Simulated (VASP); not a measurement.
# InAs (F-43m) in VASP: a series of runs

The runs below take InAs through single point, with PBE.

Everything below comes from runs of VASP 6.6.1. Logs are shortened: lines on timing, memory, paths and dates and some standing lists are left out, and cuts for length are marked.

## 1. The cell of the first run

It takes space group F-43m (No. 216, cubic). The conventional cell has a = 6.292 Å, b = 6.292 Å, c = 6.292 Å, α = 90.00°, β = 90.00°, γ = 90.00°. Within 3.6 Å of In (site symmetry -43m) lie 4 As at 2.72 Å. As (site symmetry -43m) has 4 In at 2.72 Å within 3.6 Å.

## 2. Single point, PBE (strain +3.0%)

Contents of INCAR:

```
PREC = Accurate
ENCUT = 520
EDIFF = 1E-7
ISMEAR = -1
SIGMA = 0.02
LREAL = F
LASPH = T
NELM = 60
ALGO = Normal
ISIF = 2
LWAVE = F
LCHARG = F
GGA = PE
NBANDS = 16
```

Contents of KPOINTS:

```
regular mesh
0
Gamma
  8 8 8
```

Contents of POSCAR:

```
InAs
1.0
    0.0000000000      3.1462281872      3.1462281872
    3.1462281872      0.0000000000      3.1462281872
    3.1462281872      3.1462281872      0.0000000000
In As
1 1
Direct
    0.0000000000      0.0000000000      0.0000000000
    0.2500000000      0.2500000000      0.2500000000
```

Potentials or basis: VASP PAW PBE potentials, release 64 (In_d, As).

Launch:

```bash
$ cat potpaw_PBE.64/In_d/POTCAR potpaw_PBE.64/As/POTCAR > POTCAR
$ mpirun -np 1 vasp_std > vasp.out
```

OUTCAR:

```text
PREC = Accurate
   ENCUT = 520
   EDIFF = 1E-7
   ISMEAR = -1
   LREAL = F
   LASPH = T
   NELM = 60
   ISIF = 2
   GGA = PE

 ion  position               nearest neighbor table
   1  0.000  0.000  0.000-   2 2.72   2 2.72   2 2.72   2 2.72
   2  0.250  0.250  0.250-   1 2.72   1 2.72   1 2.72   1 2.72

  LATTYP: Found a face centered cubic cell.
 ALAT       =     6.2924563744

  Lattice vectors:

 A1 = (   0.0000000000,   3.1462281872,   3.1462281872)
 A2 = (   3.1462281872,   0.0000000000,   3.1462281872)
 A3 = (   3.1462281872,   3.1462281872,   0.0000000000)

Analysis of symmetry for initial positions (statically):
=====================================================================
 Subroutine PRICEL returns:
 Original cell was already a primitive cell.

 Routine SETGRP: Setting up the symmetry group for a
 face centered cubic supercell.

 Subroutine GETGRP returns: Found 24 space group operations
 (whereof 24 operations were pure point group operations)
 out of a pool of 48 trial point group operations.

The static configuration has the point symmetry T_d .

Analysis of symmetry for dynamics (positions and initial velocities):
=====================================================================
 Subroutine PRICEL returns:
 Original cell was already a primitive cell.

 Routine SETGRP: Setting up the symmetry group for a
 face centered cubic supercell.

 Subroutine GETGRP returns: Found 24 space group operations
 (whereof 24 operations were pure point group operations)
 out of a pool of 48 trial point group operations.

The dynamic configuration has the point symmetry T_d .

 Subroutine INISYM returns: Found 24 space group operations
 (whereof 24 operations are pure point group operations),
 and found     1 'primitive' translations

----------------------------------------------------------------------------------------

                                     Primitive cell

  volume of cell :      62.2875

  direct lattice vectors                    reciprocal lattice vectors
     0.000000000  3.146228187  3.146228187    -0.158920450  0.158920450  0.158920450
     3.146228187  0.000000000  3.146228187     0.158920450 -0.158920450  0.158920450
     3.146228187  3.146228187  0.000000000     0.158920450  0.158920450 -0.158920450

  length of vectors
     4.449438573  4.449438573  4.449438573     0.275258294  0.275258294  0.275258294

  position of ions in fractional coordinates (direct lattice)
     0.000000000  0.000000000  0.000000000
     0.250000000  0.250000000  0.250000000

  ion indices of the primitive-cell ions
   primitive index   ion index
                 1           1
                 2           2

----------------------------------------------------------------------------------------

 KPOINTS: regular mesh

Automatic generation of k-mesh.
 Grid dimensions read from file:
 generate k-points for:    8    8    8

 Generating k-lattice:

  Cartesian coordinates                     Fractional coordinates (reciprocal lattice)
    -0.019865056  0.019865056  0.019865056     0.125000000  0.000000000  0.000000000
     0.019865056 -0.019865056  0.019865056     0.000000000  0.125000000  0.000000000
     0.019865056  0.019865056 -0.019865056     0.000000000  0.000000000  0.125000000

  Length of vectors
     0.034407287  0.034407287  0.034407287

  Shift w.r.t. Gamma in fractional coordinates (k-lattice)
     0.000000000  0.000000000  0.000000000

 Subroutine IBZKPT returns following result:
 ===========================================

 Found     29 irreducible k-points:

 Following reciprocal coordinates:
            Coordinates               Weight
  0.000000  0.000000  0.000000      1.000000
  0.125000  0.000000  0.000000      8.000000
  0.250000  0.000000  0.000000      8.000000
  0.375000  0.000000  0.000000      8.000000
  0.500000  0.000000  0.000000      4.000000
  0.125000  0.125000  0.000000      6.000000
[... 16 lines left out ...]
  0.500000  0.250000  0.125000     48.000000
 -0.375000  0.250000  0.125000     24.000000
 [... further k-points ...]
   k-points           NKPTS =     29   k-points in BZ     NKDIM =     29   number of bands    NBANDS=     16
   number of dos      NEDOS =    301   number of ions     NIONS =      2
   total plane-waves  NPLWV =  46656
   dimension x,y,z NGX =    36 NGY =   36 NGZ =   36
   dimension x,y,z NGXF=    72 NGYF=   72 NGZF=   72
   ions per type =               1   1
   NGX,Y,Z   is equivalent  to a cutoff of  13.45, 13.45, 13.45 a.u.
   NGXF,Y,Z  is equivalent  to a cutoff of  26.90, 26.90, 26.90 a.u.
 SYSTEM =  unknown system
   PREC   = accura    normal or accurate (medium, high low for compatibility)
   ISTART =      0    job   : 0-new  1-cont  2-samecut
   ICHARG =      2    charge: 1-file 2-atom 10-const
   ISPIN  =      1    spin polarized calculation?
   LNONCOLLINEAR =      F non collinear calculations
   LSORBIT =      F    spin-orbit coupling
   LASPH  =      T    aspherical Exc in radial PAW
   ENCUT  =  520.0 eV  38.22 Ry    6.18 a.u.   8.27  8.27  8.27*2*pi/ulx,y,z
   NELM   =     60;   NELMIN=  2; NELMDL= -5     # of ELM steps
   EDIFF  = 0.1E-06   stopping-criterion for ELM
   LREAL  =      F    real-space projection
   EDIFFG = 0.1E-05   stopping-criterion for IOM
   NSW    =      0    number of steps for IOM
   IBRION =     -1    ionic relax: 0-MD 1-quasi-New 2-CG
   NFREE  =      0    steps in history (QN), initial steepest desc. (CG)
   ISIF   =      2    stress and relaxation
   ISYM   =      2    0-nonsym 1-usesym 2-fastsym
   POTIM  = 0.5000    time-step for ionic-motion
   TEBEG  =    0.0;   TEEND  =   0.0 temperature during run
   PSTRESS=    0.0 pullay stress
   NELECT =      18.0000    total number of electrons
   NUPDOWN=      -1.0000    fix difference up-down
   EMIN   =  10.00;   EMAX   =-10.00  energy-range for DOS
   EFERMI =   0.00;   METHOD = LEGACY
   ISMEAR =    -1;   SIGMA  =   0.02  broadening in eV -4-tet -1-fermi 0-gaus
   EFERMI_NEDOS =   21; number of points for ismear=-14 and -15
   IALGO  =     38    algorithm
   IMIX   =      4    mixing-type and parameters
     AMIX     =   0.40;   BMIX     =  1.00
     AMIX_MAG =   1.60;   BMIX_MAG =  1.00
  volume/ion in A,a.u.               =      31.14       210.17
  Fermi-wavevector in a.u.,A,eV,Ry     =   1.082344  2.045334 15.938807  1.171469
  Thomas-Fermi vector in A             =   2.218383
   LORBIT       =      0    0 simple, 1 ext, 2 COOP (PROOUT), +10 PAW based schemes
   GGA     = PE    functional components
   LHFCALC =     F    Hartree Fock is set to
   AEXX    =    0.0000 exact exchange contribution
   IVDW    =     0    specifies the selected vdW correction
   LEPSILON=     F    determine dielectric tensor
   LRPA    =     F    only Hartree local field effects (RPA)
 non-spin polarized calculation
  energy-cutoff  :      520.00
  volume of cell :       62.29
 maximum number of plane-waves:      1700
 NGX is ok and might be reduce to    36
   NGX = 17   NGY = 17   NGZ = 17

 number of electron      18.0000001 magnetization

 Free energy of the ion-electron system (eV)
  ---------------------------------------------------
  ext. energy  EPLUGINS =         0.00000000
  ---------------------------------------------------
  free energy    TOTEN  =        -7.69564050 eV

  energy without entropy =       -7.69548896  energy(sigma->0) =       -7.69556473

 E-fermi :   3.3952     XC(G=0):  -8.5787

 val. band max:        3.3812741647   @ k =   0.0000   0.0000   0.0000
 cond. band min:       4.0893141577   @ k =   0.5000   0.0000   0.0000
 fundamental gap:      0.7080399930
 Fermi energy:         3.3952379814

 k-point     1 :       0.0000    0.0000    0.0000
  band No.  band energies     occupation
      1     -10.8165      2.00000
      2     -10.8165      2.00000
      3     -10.8165      2.00000
      4     -10.7331      2.00000
      5     -10.7331      2.00000
      6      -7.7774      2.00000
[... 8 lines left out ...]
     15      12.7544      0.00000
     16      12.7544      0.00000

 k-point     2 :       0.1250    0.0000    0.0000
  band No.  band energies     occupation
      1     -10.8280      2.00000
      2     -10.8127      2.00000
      3     -10.8127      2.00000
      4     -10.7332      2.00000
      5     -10.7332      2.00000
      6      -7.6485      2.00000
[... 8 lines left out ...]
     15      12.0050      0.00000
     16      12.0050      0.00000

 k-point     3 :       0.2500    0.0000    0.0000
  band No.  band energies     occupation
      1     -10.8548      2.00000
      2     -10.8045      2.00000
      3     -10.8045      2.00000
      4     -10.7322      2.00000
      5     -10.7322      2.00000
      6      -7.2986      2.00000
[... 8 lines left out ...]
     15      11.7668      0.00000
     16      11.7668      0.00000

 k-point     4 :       0.3750    0.0000    0.0000
  band No.  band energies     occupation
      1     -10.8805      2.00000
      2     -10.7980      2.00000
      3     -10.7980      2.00000
      4     -10.7295      2.00000
      5     -10.7295      2.00000
      6      -6.8656      2.00000
[... 8 lines left out ...]
     15      12.5756      0.00000
     16      12.5756      0.00000

 k-point     5 :       0.5000    0.0000    0.0000
  band No.  band energies     occupation
      1     -10.8909      2.00000
      2     -10.7959      2.00000
      3     -10.7959      2.00000
      4     -10.7278      2.00000
      5     -10.7278      2.00000
      6      -6.6461      2.00000
[... 8 lines left out ...]
     15      13.6839      0.00000
     16      13.6839      0.00000

 k-point     6 :       0.1250    0.1250    0.0000
  band No.  band energies     occupation
      1     -10.8359      2.00000
      2     -10.8091      2.00000
      3     -10.8091      2.00000
      4     -10.7358      2.00000
      5     -10.7309      2.00000
      6      -7.6056      2.00000
[... 8 lines left out ...]
     15      11.6126      0.00000
     16      12.9215      0.00000
[... 267 lines left out ...]
 k-point    21 :       0.5000    0.5000    0.0000
  band No.  band energies     occupation
      1     -10.9330      2.00000
      2     -10.7642      2.00000
      3     -10.7642      2.00000
      4     -10.7557      2.00000
      5     -10.7180      2.00000
      6      -6.2266      2.00000
[... 8 lines left out ...]
     15      14.5849      0.00000
     16      14.6038      0.00000

 k-point    22 :       0.3750    0.2500    0.1250
  band No.  band energies     occupation
      1     -10.8793      2.00000
      2     -10.7946      2.00000
      3     -10.7916      2.00000
      4     -10.7400      2.00000
      5     -10.7267      2.00000
      6      -7.0128      2.00000
[... 8 lines left out ...]
     15      13.1124      0.00000
     16      13.5812      0.00000

 k-point    23 :       0.5000    0.2500    0.1250
  band No.  band energies     occupation
      1     -10.8963      2.00000
      2     -10.7911      2.00000
      3     -10.7843      2.00000
      4     -10.7384      2.00000
      5     -10.7267      2.00000
      6      -6.6298      2.00000
[... 8 lines left out ...]
     15      13.1696      0.00000
     16      14.0446      0.00000

 k-point    24 :      -0.3750    0.2500    0.1250
  band No.  band energies     occupation
      1     -10.9027      2.00000
      2     -10.7904      2.00000
      3     -10.7817      2.00000
      4     -10.7358      2.00000
      5     -10.7279      2.00000
      6      -6.4401      2.00000
[... 8 lines left out ...]
     15      13.4403      0.00000
     16      13.9697      0.00000

 [... further k-points ...]
[... 5 lines left out ...]
  --------------------------------------------------------------------------------------
  -------------------------------------------------------------------------------------
  Total       -0.8346381     -0.8346381     -0.8346381      0.0000000     -0.0000000      0.0000000
  in kB      -21.4688183    -21.4688183    -21.4688183      0.0000000     -0.0000000      0.0000000
  external PRESSURE =     -21.4688183 kB  Pullay stress =       0.0000000 kB

 VOLUME and BASIS-vectors are now :
 -----------------------------------------------------------------------------
  energy-cutoff  :      520.00
  volume of cell :       62.29
      direct lattice vectors                 reciprocal lattice vectors
     0.000000000  3.146228187  3.146228187    -0.158920450  0.158920450  0.158920450
     3.146228187  0.000000000  3.146228187     0.158920450 -0.158920450  0.158920450
     3.146228187  3.146228187  0.000000000     0.158920450  0.158920450 -0.158920450

 POSITION                                       TOTAL-FORCE (eV/Angst)
 -----------------------------------------------------------------------------------
      0.00000      0.00000      0.00000         0.000000      0.000000      0.000000
      1.57311      1.57311      1.57311        -0.000000     -0.000000     -0.000000
 -----------------------------------------------------------------------------------
    total drift:                               -0.000000     -0.000000     -0.000000

  FREE ENERGIE OF THE ION-ELECTRON SYSTEM (eV)
  ---------------------------------------------------
  free  energy   TOTEN  =        -7.6956405050 eV

  energy  without entropy=       -7.6954889575  energy(sigma->0) =       -7.69556473
```

It took 84 s on 1 thread of AMD EPYC 7R13, shared host; peak memory 0.18 GiB.

Results:

```
Free energy            : -7.6956 eV
Pressure               : -2.1 GPa
Band gap on the k mesh : zero (filled and empty bands touch)
```

Levels at points of the mesh, in eV from the Fermi level:
```
           k point  band 6  band 7  band 8  band 9  band 10  band 11  band 12  band 13
(0.00, 0.00, 0.00)  -11.17   -0.81   -0.01   -0.01    -0.01     3.83     3.83     3.83
(0.50, 0.00, 0.00)  -10.04   -5.23   -0.84   -0.84     0.69     4.58     4.58     6.63
(0.50, 0.50, 0.00)   -9.62   -5.38   -1.97   -1.97     1.71     2.00     8.44     8.44
```

Caveat: the cell differs from its parent crystal (strain +3.0%); spin-orbit coupling is left out, which moves the levels of the heavy elements.

## 3. Single point, PBE (strain +4.0%)

Contents of INCAR:

```
SYSTEM = InAs
PREC = Accurate
ENCUT = 520
EDIFF = 1E-7
ISMEAR = -1
SIGMA = 0.02
LREAL = .False.
LASPH = .True.
NELM = 100
ALGO = Normal
ISIF = 2
LWAVE = .False.
LCHARG = .False.
GGA = PE
NBANDS = 16
```

Contents of KPOINTS:

```
Automatic mesh
0
Gamma
  8 8 8
  0 0 0
```

Contents of POSCAR:

```
InAs
1.0
    0.0000000000      3.1767740920      3.1767740920
    3.1767740920      0.0000000000      3.1767740920
    3.1767740920      3.1767740920      0.0000000000
In As
1 1
Direct
    0.0000000000      0.0000000000      0.0000000000
    0.2500000000      0.2500000000      0.2500000000
```

Potentials or basis: VASP PAW PBE potentials, release 64 (In_d, As).

Launch:

```bash
$ cat potpaw_PBE.64/In_d/POTCAR potpaw_PBE.64/As/POTCAR > POTCAR
$ mpirun -np 1 vasp_std > vasp.out
```

It took 91 s on 1 thread of AMD EPYC 7R13, shared host; peak memory 0.18 GiB.

Results (log left out):

* Free energy: -7.6654 eV
* Pressure: -3.2 GPa
* Band gap on the k mesh: zero (filled and empty bands touch)

Levels at points of the mesh, in eV from the Fermi level:
```tsv
k point	band 6	band 7	band 8	band 9	band 10	band 11	band 12	band 13
(0.00, 0.00, 0.00)	-11.02	-0.95	-0.01	-0.01	-0.01	3.80	3.80	3.80
(0.50, 0.00, 0.00)	-9.96	-5.11	-0.81	-0.81	0.64	4.55	4.55	6.55
(0.50, 0.50, 0.00)	-9.57	-5.27	-1.88	-1.88	1.75	1.97	8.25	8.25
```

Caveat: the cell differs from its parent crystal (strain +4.0%); spin-orbit coupling is left out, which moves the levels of the heavy elements.
